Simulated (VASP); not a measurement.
Wanted: the native input for a VASP 6.6.1 run.

| Property | Result |
| --- | --- |
| Task | single point |
| Functional | PBE |
| Potentials or basis | VASP PAW PBE potentials, release 64 (Lu) |
| Cutoff | 520 eV |
| k mesh | 14 × 14 × 8 |
| Occupations | fermi-dirac, width 0.05 eV |
| Spin | no spin polarisation |
| Dipole correction | no |
| Further INCAR settings | ALGO = Normal; EDIFF = 1e-06; NBANDS = 32 |

The structure of Lu lies in POSCAR:

```
Lu
1.0
    3.1143098712      0.0000000000      0.0000000000
   -1.5571549356      2.6970714637      0.0000000000
    0.0000000000      0.0000000000      4.9312008500
Lu
2
Direct
    0.3333333333      0.6666666667      0.2500000000
    0.6666666667      0.3333333333      0.7500000000
```

These files were run (other wordings do the same):

INCAR

```
SYSTEM = Lu
ALGO = Normal
EDIFF = 1E-6
ENCUT = 520
GGA = PE
ISIF = 2
ISMEAR = -1
LASPH = .True.
LCHARG = .False.
LREAL = .False.
LWAVE = .False.
NBANDS = 32
NELM = 60
PREC = Accurate
SIGMA = 0.05
```

KPOINTS

```
k-points
0
Gamma
  14 14 8
  0 0 0
```

Potentials or basis: VASP PAW PBE potentials, release 64 (Lu).

Launch:

```console
$ cat potpaw_PBE.64/Lu/POTCAR > POTCAR
$ mpirun -np 1 vasp_std > vasp.out
```

Results of the run:

```json
{
  "Pressure": "27.5 GPa",
  "Band gap on the k mesh": "zero (band 25 reaches 5.79 eV, above the bottom of band 26 at 3.15 eV)"
}
```

Caveat: spin-orbit coupling is left out, which moves the levels of the heavy elements.

Wall time 2.2 min on 1 thread of Intel(R) Xeon(R) Platinum 8488C (Sapphire Rapids), on a shared host, peak memory 0.26 GiB.
